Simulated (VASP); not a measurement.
Write the native input for VASP 6.6.1 that does the following.

- Task: single point
- Functional: PBE
- Potentials or basis: VASP PAW PBE potentials, release 64 (Li_sv)
- Cutoff: 520 eV
- k mesh: 11 × 11 × 11
- Occupations: gaussian, width 0.018 eV
- Spin: no spin polarisation
- Dipole correction: no
- Further INCAR settings: ALGO = Fast; EDIFF = 1e-07; NBANDS = 8

The structure of Li lies in POSCAR:

```
Li
1.0
   -1.7546500000      1.7546500000      1.7546500000
    1.7546500000     -1.7546500000      1.7546500000
    1.7546500000      1.7546500000     -1.7546500000
Li
1
Direct
    0.0000000000      0.0000000000      0.0000000000
```

The input as run:

INCAR

```
SYSTEM = Li
  PREC = Accurate
  ENCUT = 520
  EDIFF = 1E-7
  ISMEAR = 0
  SIGMA = 0.018000000000000002
  LREAL = .FALSE.
  LASPH = .TRUE.
  NELM = 60
  ALGO = Fast
  ISIF = 2
  LWAVE = .FALSE.
  LCHARG = .TRUE.
  GGA = PE
  LELF = .TRUE.
  LVHAR = .TRUE.
  NBANDS = 8
```

KPOINTS

```
regular mesh
0
G
  11 11 11
  0 0 0
```

Potentials or basis: VASP PAW PBE potentials, release 64 (Li_sv).

The run is started by

```sh
$ cat potpaw_PBE.64/Li_sv/POTCAR > POTCAR
$ mpirun -np 1 vasp_std > vasp.out
```

Wall time 8.1 s on 1 thread of Intel(R) Xeon(R) Platinum 8259CL CPU @ 2.50GHz (Skylake/Cascade Lake), with other jobs on the host, peak memory 0.13 GiB.
